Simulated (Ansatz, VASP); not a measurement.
Two plane-wave programs on CdS

```xyz
4
Lattice="4.1500 0.0000 0.0000 -2.0750 3.5940 0.0000 0.0000 0.0000 6.7370" Properties=species:S:1:pos:R:3 pbc="T T T"
Cd    0.0000    2.3960    0.0000
Cd    2.0750    1.1980    3.3685
S     0.0000    2.3960    2.5264
S     2.0750    1.1980    5.8949
```

Alike in both runs: task single point; functional PBE; k mesh 6 × 6 × 4; no spin polarisation.

|  | VASP | Ansatz |
| --- | --- | --- |
| version | VASP 6.6.1 | Ansatz 0.2.0 |
| potentials or method | VASP PAW PBE potentials, release 64 (Cd, S), cutoff 520 eV | plane waves, PAW |
| occupations | gaussian, width 0.01 eV | fixed |
| valence electrons in the cell | 36 | 52 |

|  | VASP | Ansatz | Ansatz less VASP |
| --- | --- | --- | --- |
| rms of the force components (eV/Å) | 0.040 | 0.039 | -0.0008 |

Atom by atom the forces differ by 0.001 eV/Å (rms over components). VASP's potentials hold 36 valence electrons a cell and Ansatz's 52, so a difference there can come from the potentials and not from the codes.
